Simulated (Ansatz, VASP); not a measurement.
InTe4 in VASP and in Ansatz

```
In Te
1.0
     5.85479    0.00000    0.00000
     0.00000    5.85479    0.00000
     0.00000    0.00000    5.85479
In Te
1 4
Direct
  0.00000 0.00000 0.00000
  0.00000 0.50000 0.50000
  0.50000 0.00000 0.50000
  0.50000 0.50000 0.00000
  0.50000 0.50000 0.50000
```

Alike in both runs: task single point; functional PBE; k mesh 4 × 4 × 4; occupations gaussian, width 0.1 eV; no spin polarisation.

```csv
,VASP,Ansatz
version,VASP 6.6.1,Ansatz 0.2.0
potentials or method,"VASP PAW PBE potentials, release 64 (In_d, Te), cutoff 520 eV","scalar-relativistic, plane waves, PAW"
valence electrons in the cell,37,77
```

|  | VASP | Ansatz | Ansatz less VASP |
| --- | --- | --- | --- |
| gap on the k mesh at the Fermi level (eV) | none | none | - |
| pressure (GPa) | 0.1 | 0.2 | +0.03 |

A gap of «none» marks a metal or a gap that the smearing closes. With one functional, cell and mesh, what is left measures potentials, basis and numerics. VASP's potentials hold 37 valence electrons a cell and Ansatz's 77, so a difference there can come from the potentials and not from the codes.

Neither program's run includes spin-orbit coupling.
